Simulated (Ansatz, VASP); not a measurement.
## One calculation of Ta6Si, two programs

The input INCAR:

```
PREC = Accurate
ENCUT = 400
EDIFF = 1E-6
ISMEAR = 0
SIGMA = 0.1
LREAL = F
LASPH = T
NELM = 200
ALGO = Normal
ISIF = 2
LWAVE = F
LCHARG = F
ISPIN = 2
MAGMOM = 0 0 0 0 0 0 2
LORBIT = 11
LMAXMIX = 4
LDIPOL = T
IDIPOL = 3
DIPOL = 0.5 0.5 0.330
GGA = PE
NBANDS = 48
GGA_COMPAT = F
NELMDL = -8
```

File KPOINTS:

```
Automatic mesh
0
Gamma
  6 6 1
```

The input POSCAR:

```
Ta6Si
1.0
    4.6937283341      0.0000000000      0.0000000000
   -2.3468641670      4.0648879758      0.0000000000
    0.0000000000      0.0000000000     21.4881921123
Ta Si
6 1
Direct
    0.6666666667      0.3333333333      0.1861487453
    0.3333333333      0.6666666667      0.2307361763
    0.0000000000      0.0000000000      0.2753236074
    0.6666666667      0.3333333333      0.3164374187
    0.3333333333      0.6666666667      0.3553085563
    0.0000000000      0.0000000000      0.3950165778
    0.2222222222     -0.2222222222      0.5518468957
```

Input for Ansatz:

```yaml
crystal:
  lattice:
    - [4.6937283341, 0.0, 0.0]
    - [-2.346864167, 4.0648879758, 0.0]
    - [0.0, 0.0, 21.4881921123]
  atoms:
    - { symbol: Ta, position: [0.6666666667, 0.3333333333, 0.1861487453] }
    - { symbol: Ta, position: [0.3333333333, 0.6666666667, 0.2307361763] }
    - { symbol: Ta, position: [0.0, 0.0, 0.2753236074] }
    - { symbol: Ta, position: [0.6666666667, 0.3333333333, 0.3164374187] }
    - { symbol: Ta, position: [0.3333333333, 0.6666666667, 0.3553085563] }
    - { symbol: Ta, position: [0.0, 0.0, 0.3950165778] }
    - { symbol: Si, position: [0.2222222222, -0.2222222222, 0.5518468957], spin: 2.0 }
basis:
  ecutwfc: 420
kpoints:
  mp_grid: { grid: [6, 6, 1] }
hamiltonian:
  xc: pbe
  pseudopotentials: { kind: paw, azcp: { folder: soft_1 } }
scf:
  occupations: { method: gaussian, width: 0.1 }
output:
  forces: true
  eigenvalues: true
  populations: true
magnetization:
  spin_polarized: true
efield:
  axis: 3
  dipole_correction: true
  ramp_width: 0.04
```

Alike in both runs: task single point; functional PBE; k mesh 6 × 6 × 1; occupations gaussian, width 0.1 eV; collinear spin.

|  | VASP | Ansatz |
| --- | --- | --- |
| version | VASP 6.6.1 | Ansatz 0.2.0 |
| potentials or method | VASP PAW PBE potentials, release 64 (Ta_pv, Si), cutoff 400 eV | scalar-relativistic, plane waves, PAW |
| valence electrons in the cell | 70 | 82 |

|  | VASP | Ansatz | Ansatz less VASP |
| --- | --- | --- | --- |
| gap on the k mesh at the Fermi level (eV) | none | none | - |
| rms of the force components (eV/Å) | 0.678 | 0.676 | -0.0017 |
| net moment per atom (μB) | 0.02 | 0.01 | -0.012 |
| size of the moment on the site where the two differ most (μB) | 0.07 | 0.09 | +0.020 |

Site moments also hang on the region over which each program counts them. Atom by atom the forces differ by 0.006 eV/Å (rms over components). A gap of «none» marks a metal or a gap that the smearing closes. VASP's potentials hold 70 valence electrons a cell and Ansatz's 82, so a difference there can come from the potentials and not from the codes. Ansatz's warnings: seeded moment not kept.

Neither program's run includes spin-orbit coupling.
